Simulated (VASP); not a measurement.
Crystal: BaCu3.

```
Ba Cu
1.0
     4.20354    0.00000    0.00000
     0.00000    4.20354    0.00000
     0.00000    0.00000    4.20354
Ba Cu
1 3
Direct
  0.00000 0.00000 0.00000
  0.00000 0.50000 0.50000
  0.50000 0.00000 0.50000
  0.50000 0.50000 0.00000
```

| Item | Value |
| --- | --- |
| Program | VASP 6.6.1 |
| Task | relaxation of cell and atoms |
| Functional | PBE |
| Potentials or basis | VASP PAW PBE potentials, release 64 (Ba_sv, Cu_sv_GW) |
| Cutoff | 820 eV |
| k mesh | 4 × 4 × 4 |
| Occupations | gaussian, width 0.1 eV |
| Spin | no spin polarisation |

At the start: pressure 7.8 GPa; volume 18.57 Å³/atom.

Problem. Where does the relaxation end?

Solution. Over 3 steps the energy falls by 67.1 meV/atom and the volume is 21.69 Å³/atom (+16.8 %); space group Pm-3m (No. 221, to 0.1 Å) before and after.

The path:
```tsv
step	energy change (eV)	largest force (eV/Å)	pressure (GPa)	volume (Å³)
1	0.0000	0.0000	7.76	74.28
2	-0.2622	0.0000	1.08	84.37
3	-0.2683	0.0000	-0.21	86.77
```

Final structure:
```
Ba Cu
1.0
     4.42712    0.00000    0.00000
     0.00000    4.42712    0.00000
     0.00000    0.00000    4.42712
Ba Cu
1 3
Cartesian
  0.0000 0.0000 0.0000
  0.0000 2.2136 2.2136
  2.2136 0.0000 2.2136
  2.2136 2.2136 0.0000
```

Caveat: the k points lie up to 0.35 Å⁻¹ apart in the final cell, too coarse for converged energies and pressures of a metal; the volume moved by over 15 % at a fixed basis, so the end points are rough.
